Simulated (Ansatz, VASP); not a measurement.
**One calculation of CdS, two programs**

File INCAR:

```
PREC = Accurate
ENCUT = 520
EDIFF = 1E-6
ISMEAR = 0
SIGMA = 0.05
LREAL = False
LASPH = True
NELM = 80
ALGO = Normal
ISIF = 2
LWAVE = False
LCHARG = False
GGA = PE
NBANDS = 26
```

Contents of KPOINTS:

```
regular mesh
0
Gamma
  10 8 10
```

The input POSCAR:

```
CdS
1.0
    3.9296234880      0.0000000000      0.0000000000
    0.0000000000      5.6269577574      0.0000000000
    0.0000000000      0.0000000000      3.9133455866
Cd S
2 2
Direct
    0.5000000000      0.5000000000      0.2349969651
    0.0000000000      0.0000000000      0.7650030349
    0.5000000000      0.0000000000      0.2478150109
    0.0000000000      0.5000000000      0.7521849891
```

Input for Ansatz:

```yaml
crystal:
  lattice:
    - [3.929623488, 0.0, 0.0]
    - [0.0, 5.6269577574, 0.0]
    - [0.0, 0.0, 3.9133455866]
  atoms:
    - { symbol: Cd, position: [0.5, 0.5, 0.2349969651] }
    - { symbol: Cd, position: [0.0, 0.0, 0.7650030349] }
    - { symbol: S, position: [0.5, 0.0, 0.2478150109] }
    - { symbol: S, position: [0.0, 0.5, 0.7521849891] }
basis:
  ecutwfc: 420
kpoints:
  mp_grid: { grid: [10, 8, 10] }
hamiltonian:
  xc: pbe
scf:
  occupations: { method: gaussian, width: 0.05 }
output:
  forces: true
  stress: true
  eigenvalues: true
```

Alike in both runs: task single point; functional PBE; k mesh 10 × 8 × 10; occupations gaussian, width 0.05 eV; no spin polarisation.

```csv
,VASP,Ansatz
version,VASP 6.6.1,Ansatz 0.2.0
potentials or method,"VASP PAW PBE potentials, release 64 (Cd, S), cutoff 520 eV","scalar-relativistic, plane waves, PAW"
valence electrons in the cell,36,52
```

```csv
,VASP,Ansatz,Ansatz less VASP
gap on the k mesh at the Fermi level (eV),0.20,0.21,+0.012
least direct gap on the mesh (eV),0.87,0.90,+0.024
pressure (GPa),-2.3,-2.6,-0.33
"traceless stress, the component that is largest in VASP (GPa)",-0.60,-0.57,+0.033
rms of the force components (eV/Å),0.059,0.055,-0.0040
```

Atom by atom the forces differ by 0.004 eV/Å (rms over components). With one functional, cell and mesh, what is left measures potentials, basis and numerics. VASP's potentials hold 36 valence electrons a cell and Ansatz's 52, so a difference there can come from the potentials and not from the codes.
